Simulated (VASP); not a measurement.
A run of VASP 6.6.1 is set up as follows.

Contents of INCAR:

```
SYSTEM = ZnS
ALGO = Normal ; EDIFF = 1E-6
EDIFFG = -0.01 ; ENCUT = 600
GGA = RE ; IBRION = 2
ISIF = 3 ; ISMEAR = -1
IVDW = 12 ; LASPH = .True.
LCHARG = .False. ; LREAL = .False.
LWAVE = .False. ; NELM = 60
NSW = 60 ; PREC = Accurate
SIGMA = 0.05
```

The input KPOINTS:

```
k-points
0
Gamma
  9 9 9
  0 0 0
```

The input POSCAR:

```
ZnS
1.0
    0.0000000000      2.7020000000      2.7020000000
    2.7020000000      0.0000000000      2.7020000000
    2.7020000000      2.7020000000      0.0000000000
Zn S
1 1
Direct
    0.7500000000      0.7500000000      0.7500000000
    0.0000000000      0.0000000000      0.0000000000
```

Potentials or basis: VASP PAW PBE potentials, release 64 (Zn, S).

Run with:

```console
$ cat potpaw_PBE.64/Zn/POTCAR potpaw_PBE.64/S/POTCAR > POTCAR
$ mpirun -np 1 vasp_std > vasp.out
```

(1) What does it give for the space group after relaxing (to 0.05 Å)?

(2) Estimate the relaxed cell.

(3) Predict the relaxed volume.

Answers

(1) F-43m (No. 216).

(2) a = 3.786 Å, b = 3.786 Å, c = 3.786 Å, α = 60.00°, β = 60.00°, γ = 60.00°.

(3) 19.19 Å³/atom.

Caveat: the PAW data sets were made with another functional, which shifts forces and pressure a little.
